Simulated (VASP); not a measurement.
# BN (P6_3mc) in VASP: a series of runs

The runs below take BN through single point, relaxation of cell and atoms, with PBEsol, RPBE, r2SCAN+rVV10, r2SCAN.

Everything below comes from runs of VASP 6.6.1. Logs are shortened: lines on timing, memory, paths and dates and some standing lists are left out, and cuts for length are marked.

## (1) The cell of the first run

Symmetry: P6_3mc, No. 186, hexagonal system. The conventional cell has a = 2.541 Å, b = 2.541 Å, c = 4.203 Å, α = 90.00°, β = 90.00°, γ = 120.00°. Within 2.1 Å of B (site symmetry 3m) lie 4 N at 1.56 to 1.57 Å. Within 2.1 Å of N (site symmetry 3m) lie 4 B at 1.56 to 1.57 Å.

## (2) Single point, PBEsol

Input file INCAR:

```
SYSTEM = BN
PREC = Accurate
ENCUT = 520
EDIFF = 1E-6
ISMEAR = 0
SIGMA = 0.01
LREAL = .FALSE.
LASPH = .TRUE.
NELM = 100
ALGO = Normal
ISIF = 2
LWAVE = .FALSE.
LCHARG = .TRUE.
GGA = PS
LELF = .TRUE.
LVHAR = .TRUE.
NBANDS = 16
```

Input file KPOINTS:

```
regular mesh
0
G
  12 12 6
  0 0 0
```

Input file POSCAR:

```
BN
1.0
    2.5411128863      0.0000000000      0.0000000000
   -1.2705564431      2.2006683134      0.0000000000
    0.0000000000      0.0000000000      4.2032050594
B N
2 2
Direct
    0.6666666667      0.3333333333      0.0002698175
    0.3333333333      0.6666666667      0.5002698175
    0.6666666667      0.3333333333      0.3747301825
    0.3333333333      0.6666666667      0.8747301825
```

Potentials or basis: VASP PAW PBE potentials, release 64 (B, N).

The run is started by

```console
$ cat potpaw_PBE.64/B/POTCAR potpaw_PBE.64/N/POTCAR > POTCAR
$ mpirun -np 1 vasp_std > vasp.out
```

OUTCAR:

```text
SYSTEM = BN
   PREC = Accurate
   ENCUT = 520
   EDIFF = 1E-6
   ISMEAR = 0
   LREAL = .FALSE.
   LASPH = .TRUE.
   NELM = 100
   ISIF = 2
   GGA = PS

 ion  position               nearest neighbor table
   1  0.667  0.333  0.000-   4 1.56   4 1.56   4 1.56   3 1.57
   2  0.333  0.667  0.500-   3 1.56   3 1.56   3 1.56   4 1.57
   3  0.667  0.333  0.375-   2 1.56   2 1.56   2 1.56   1 1.57
   4  0.333  0.667  0.875-   1 1.56   1 1.56   1 1.56   2 1.57

  LATTYP: Found a hexagonal cell.
 ALAT       =     2.5411128863
 C/A-ratio  =     1.6540804157

  Lattice vectors:

 A1 = (   2.5411128863,   0.0000000000,   0.0000000000)
 A2 = (  -1.2705564431,   2.2006683134,   0.0000000000)
 A3 = (   0.0000000000,   0.0000000000,   4.2032050594)

Analysis of symmetry for initial positions (statically):
=====================================================================
 Subroutine PRICEL returns:
 Original cell was already a primitive cell.

 Routine SETGRP: Setting up the symmetry group for a
 hexagonal supercell.

 Subroutine GETGRP returns: Found 12 space group operations
 (whereof  6 operations were pure point group operations)
 out of a pool of 24 trial point group operations.

The static configuration has the point symmetry C_3v.
 The point group associated with its full space group is C_6v.

Analysis of symmetry for dynamics (positions and initial velocities):
=====================================================================
 Subroutine PRICEL returns:
 Original cell was already a primitive cell.

 Routine SETGRP: Setting up the symmetry group for a
 hexagonal supercell.

 Subroutine GETGRP returns: Found 12 space group operations
 (whereof  6 operations were pure point group operations)
 out of a pool of 24 trial point group operations.

The dynamic configuration has the point symmetry C_3v.
 The point group associated with its full space group is C_6v.

 Subroutine INISYM returns: Found 12 space group operations
 (whereof  6 operations are pure point group operations),
 and found     1 'primitive' translations

----------------------------------------------------------------------------------------

                                     Primitive cell

  volume of cell :      23.5049

  direct lattice vectors                    reciprocal lattice vectors
     2.541112886  0.000000000  0.000000000     0.393528365  0.227203708  0.000000000
    -1.270556443  2.200668313  0.000000000     0.000000000  0.454407415  0.000000000
     0.000000000  0.000000000  4.203205059     0.000000000  0.000000000  0.237913684

  length of vectors
     2.541112886  2.541112886  4.203205059     0.454407415  0.454407415  0.237913684

  position of ions in fractional coordinates (direct lattice)
     0.666666667  0.333333333  0.000269817
     0.333333333  0.666666667  0.500269817
     0.666666667  0.333333333  0.374730183
     0.333333333  0.666666667  0.874730183

  ion indices of the primitive-cell ions
   primitive index   ion index
                 1           1
                 2           2
                 3           3
                 4           4

----------------------------------------------------------------------------------------

 KPOINTS: regular mesh

Automatic generation of k-mesh.
 Grid dimensions read from file:
 generate k-points for:   12   12    6

 Generating k-lattice:

  Cartesian coordinates                     Fractional coordinates (reciprocal lattice)
     0.032794030  0.018933642  0.000000000     0.083333333 -0.000000000  0.000000000
     0.000000000  0.037867285  0.000000000     0.000000000  0.083333333  0.000000000
     0.000000000  0.000000000  0.039652281     0.000000000  0.000000000  0.166666667

  Length of vectors
     0.037867285  0.037867285  0.039652281

  Shift w.r.t. Gamma in fractional coordinates (k-lattice)
     0.000000000  0.000000000  0.000000000

 Subroutine IBZKPT returns following result:
 ===========================================

 Found     76 irreducible k-points:

 Following reciprocal coordinates:
            Coordinates               Weight
  0.000000  0.000000  0.000000      1.000000
  0.083333  0.000000  0.000000      6.000000
  0.166667 -0.000000  0.000000      6.000000
  0.250000 -0.000000  0.000000      6.000000
  0.333333 -0.000000  0.000000      6.000000
  0.416667  0.000000  0.000000      6.000000
[... 16 lines left out ...]
  0.250000 -0.000000  0.166667     12.000000
  0.333333 -0.000000  0.166667     12.000000
 [... further k-points ...]
   k-points           NKPTS =     76   k-points in BZ     NKDIM =     76   number of bands    NBANDS=     16
   number of dos      NEDOS =    301   number of ions     NIONS =      4
   total plane-waves  NPLWV =  12800
   dimension x,y,z NGX =    20 NGY =   20 NGZ =   32
   dimension x,y,z NGXF=    40 NGYF=   40 NGZF=   64
   ions per type =               2   2
   NGX,Y,Z   is equivalent  to a cutoff of  13.08, 13.08, 12.66 a.u.
   NGXF,Y,Z  is equivalent  to a cutoff of  26.17, 26.17, 25.31 a.u.
 SYSTEM =  BN
   PREC   = accura    normal or accurate (medium, high low for compatibility)
   ISTART =      0    job   : 0-new  1-cont  2-samecut
   ICHARG =      2    charge: 1-file 2-atom 10-const
   ISPIN  =      1    spin polarized calculation?
   LNONCOLLINEAR =      F non collinear calculations
   LSORBIT =      F    spin-orbit coupling
   LASPH  =      T    aspherical Exc in radial PAW
   ENCUT  =  520.0 eV  38.22 Ry    6.18 a.u.   4.72  4.72  7.82*2*pi/ulx,y,z
   NELM   =    100;   NELMIN=  2; NELMDL= -5     # of ELM steps
   EDIFF  = 0.1E-05   stopping-criterion for ELM
   LREAL  =      F    real-space projection
   EDIFFG = 0.1E-04   stopping-criterion for IOM
   NSW    =      0    number of steps for IOM
   IBRION =     -1    ionic relax: 0-MD 1-quasi-New 2-CG
   NFREE  =      0    steps in history (QN), initial steepest desc. (CG)
   ISIF   =      2    stress and relaxation
   ISYM   =      2    0-nonsym 1-usesym 2-fastsym
   POTIM  = 0.5000    time-step for ionic-motion
   TEBEG  =    0.0;   TEEND  =   0.0 temperature during run
   PSTRESS=    0.0 pullay stress
   NELECT =      16.0000    total number of electrons
   NUPDOWN=      -1.0000    fix difference up-down
   EMIN   =  10.00;   EMAX   =-10.00  energy-range for DOS
   EFERMI =   0.00;   METHOD = LEGACY
   ISMEAR =     0;   SIGMA  =   0.01  broadening in eV -4-tet -1-fermi 0-gaus
   EFERMI_NEDOS =   21; number of points for ismear=-14 and -15
   IALGO  =     38    algorithm
   IMIX   =      4    mixing-type and parameters
     AMIX     =   0.40;   BMIX     =  1.00
     AMIX_MAG =   1.60;   BMIX_MAG =  1.00
  volume/ion in A,a.u.               =       5.88        39.65
  Fermi-wavevector in a.u.,A,eV,Ry     =   1.440108  2.721410 28.217280  2.073912
  Thomas-Fermi vector in A             =   2.558889
   LORBIT       =      0    0 simple, 1 ext, 2 COOP (PROOUT), +10 PAW based schemes
   GGA     = PS    functional components
   LHFCALC =     F    Hartree Fock is set to
   AEXX    =    0.0000 exact exchange contribution
   IVDW    =     0    specifies the selected vdW correction
   LEPSILON=     F    determine dielectric tensor
   LRPA    =     F    only Hartree local field effects (RPA)
 non-spin polarized calculation
 Gauss-broadening in eV      SIGMA  =   0.01
  energy-cutoff  :      520.00
  volume of cell :       23.50
 maximum number of plane-waves:       652
 NGX is ok and might be reduce to    20
   NGX =  9   NGY =  9   NGZ = 15

 number of electron      16.0000000 magnetization

 Free energy of the ion-electron system (eV)
  ---------------------------------------------------
  ext. energy  EPLUGINS =         0.00000000
  ---------------------------------------------------
  free energy    TOTEN  =       -36.62579003 eV

  energy without entropy =      -36.62579003  energy(sigma->0) =      -36.62579003

 E-fermi :   7.6909     XC(G=0): -13.0321

 val. band max:        7.5884531254   @ k =   0.0000   0.0000   0.0000
 cond. band min:      12.5346686616   @ k =   0.3333   0.3333   0.0000
 fundamental gap:      4.9462155362
 Fermi energy:         7.6908902349

 k-point     1 :       0.0000    0.0000    0.0000
  band No.  band energies     occupation
      1     -12.9047      2.00000
      2      -8.6759      2.00000
      3      -3.4766      2.00000
      4       5.4404      2.00000
      5       5.4404      2.00000
      6       7.3060      2.00000
[... 8 lines left out ...]
     15      19.4784      0.00000
     16      23.7267      0.00000

 k-point     2 :       0.0833    0.0000    0.0000
  band No.  band energies     occupation
      1     -12.7520      2.00000
      2      -8.5582      2.00000
      3      -3.3255      2.00000
      4       4.7402      2.00000
      5       5.1522      2.00000
      6       7.0090      2.00000
[... 8 lines left out ...]
     15      19.9239      0.00000
     16      23.4896      0.00000

 k-point     3 :       0.1667   -0.0000    0.0000
  band No.  band energies     occupation
      1     -12.2987      2.00000
      2      -8.2212      2.00000
      3      -2.8775      2.00000
      4       3.0571      2.00000
      5       4.4776      2.00000
      6       5.5867      2.00000
[... 8 lines left out ...]
     15      21.0815      0.00000
     16      22.7968      0.00000

 k-point     4 :       0.2500   -0.0000    0.0000
  band No.  band energies     occupation
      1     -11.5612      2.00000
      2      -7.7272      2.00000
      3      -2.1538      2.00000
      4       1.0637      2.00000
      5       3.7245      2.00000
      6       3.8065      2.00000
[... 8 lines left out ...]
     15      22.5772      0.00000
     16      22.9785      0.00000

 k-point     5 :       0.3333   -0.0000    0.0000
  band No.  band energies     occupation
      1     -10.5799      2.00000
      2      -7.2468      2.00000
      3      -1.2292      2.00000
      4      -0.6967      2.00000
      5       2.0231      2.00000
      6       3.0918      2.00000
[... 8 lines left out ...]
     15      23.4352      0.00000
     16      24.0231      0.00000

 k-point     6 :       0.4167    0.0000    0.0000
  band No.  band energies     occupation
      1      -9.4661      2.00000
      2      -7.1546      2.00000
      3      -1.8050      2.00000
      4      -0.1909      2.00000
      5       0.5814      2.00000
      6       2.6813      2.00000
[... 8 lines left out ...]
     15      23.6696      0.00000
     16      25.0628      0.00000
[... 267 lines left out ...]
 k-point    21 :       0.0833    0.0000    0.1667
  band No.  band energies     occupation
      1     -12.5849      2.00000
      2      -9.1354      2.00000
      3      -2.4574      2.00000
      4       4.8652      2.00000
      5       5.2759      2.00000
      6       6.2272      2.00000
[... 8 lines left out ...]
     15      19.6077      0.00000
     16      23.1751      0.00000

 k-point    22 :       0.1667   -0.0000    0.1667
  band No.  band energies     occupation
      1     -12.1339      2.00000
      2      -8.7688      2.00000
      3      -2.0627      2.00000
      4       3.2028      2.00000
      5       4.6106      2.00000
      6       5.1421      2.00000
[... 8 lines left out ...]
     15      20.7618      0.00000
     16      22.8316      0.00000

 k-point    23 :       0.2500   -0.0000    0.1667
  band No.  band energies     occupation
      1     -11.4013      2.00000
      2      -8.2144      2.00000
      3      -1.4855      2.00000
      4       1.2820      2.00000
      5       3.3657      2.00000
      6       3.8650      2.00000
[... 8 lines left out ...]
     15      22.2375      0.00000
     16      23.0827      0.00000

 k-point    24 :       0.3333   -0.0000    0.1667
  band No.  band energies     occupation
      1     -10.4299      2.00000
      2      -7.6163      2.00000
      3      -1.3346      2.00000
      4       0.1292      2.00000
      5       1.5652      2.00000
      6       3.2370      2.00000
[... 8 lines left out ...]
     15      23.6353      0.00000
     16      23.8931      0.00000

 [... further k-points ...]

------------------------ aborting loop because EDIFF is reached ----------------------------------------

  FORCE on cell =-STRESS in cart. coord.  units (eV):
  Direction    XX          YY          ZZ          XY          YZ          ZX
  --------------------------------------------------------------------------------------
  -------------------------------------------------------------------------------------
  Total        0.0857354      0.0857354      0.0855701      0.0000000      0.0000000      0.0000000
  in kB        5.8440171      5.8440171      5.8327493      0.0000000      0.0000000      0.0000000
  external PRESSURE =       5.8402612 kB  Pullay stress =       0.0000000 kB

 VOLUME and BASIS-vectors are now :
 -----------------------------------------------------------------------------
  energy-cutoff  :      520.00
  volume of cell :       23.50
      direct lattice vectors                 reciprocal lattice vectors
     2.541112886  0.000000000  0.000000000     0.393528365  0.227203708  0.000000000
    -1.270556443  2.200668313  0.000000000     0.000000000  0.454407415  0.000000000
     0.000000000  0.000000000  4.203205059     0.000000000  0.000000000  0.237913684

 POSITION                                       TOTAL-FORCE (eV/Angst)
 -----------------------------------------------------------------------------------
      1.27056      0.73356      0.00113         0.000000      0.000000      0.002352
     -0.00000      1.46711      2.10274        -0.000000      0.000000      0.002352
      1.27056      0.73356      1.57507         0.000000     -0.000000     -0.002352
     -0.00000      1.46711      3.67667        -0.000000      0.000000     -0.002352
 -----------------------------------------------------------------------------------
    total drift:                               -0.000000     -0.000000     -0.000440

  FREE ENERGIE OF THE ION-ELECTRON SYSTEM (eV)
  ---------------------------------------------------
  free  energy   TOTEN  =       -36.6257900318 eV

  energy  without entropy=      -36.6257900318  energy(sigma->0) =      -36.62579003
```

Wall time 30 s (1 thread of Intel Xeon Platinum 8375C at 2.90GHz (Ice Lake), shared host); peak memory 0.14 GiB.

What came out:

| Item | Value |
| --- | --- |
| Free energy | -36.6258 eV |
| Pressure | 0.6 GPa |
| Band gap on the k mesh | 4.95 eV, indirect (least direct gap 8.22 eV) |

Forces on the atoms (eV/Å):
```
B    0.000  0.000  0.002
B    0.000  0.000  0.002
N    0.000  0.000 -0.002
N    0.000  0.000 -0.002
```

Caveat: the PAW data sets were made with another functional, which shifts forces and pressure a little. A k mesh can miss the band edges.

(Continued in part 2 of 3.)
